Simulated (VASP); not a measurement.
## Ag: single point with r2SCAN

The system is Ag.

```
Ag
1.0
     2.71547    0.00000    0.00000
     0.00000    2.71547    0.00000
     0.00000    0.00000    2.71547
Ag
1
Direct
  0.00000 0.00000 0.00000
```

This isn't the form of Ag at room conditions, which is fcc.

```json
{
 "Program": "VASP 6.6.1",
 "Task": "single point",
 "Functional": "r2SCAN",
 "Potentials or basis": "VASP PAW PBE potentials, release 64 (Ag)",
 "Cutoff": "520 eV",
 "k mesh": "19 × 19 × 19",
 "Occupations": "fermi-dirac, width 0.1 eV",
 "Spin": "no spin polarisation",
 "Dipole correction": "no",
 "Further INCAR settings": "ALGO = Normal; EDIFF = 1e-07; NBANDS = 12"
}
```

* Pressure: 0.1 GPa
* Band gap on the k mesh: zero (an odd number of electrons rules out a gap without spin polarisation)

Levels at points of the mesh, in eV from the Fermi level:
```tsv
k point	band 4	band 5	band 6	band 7	band 8	band 9
(0.00, 0.00, 0.00)	-3.12	-3.12	-3.12	14.68	14.68	14.68
```

It took 3.6 min on 1 thread of Intel Xeon 8259CL, on a shared host, peak memory 0.17 GiB.

Caveat: the PAW data sets were made with another functional, which shifts forces and pressure a little.
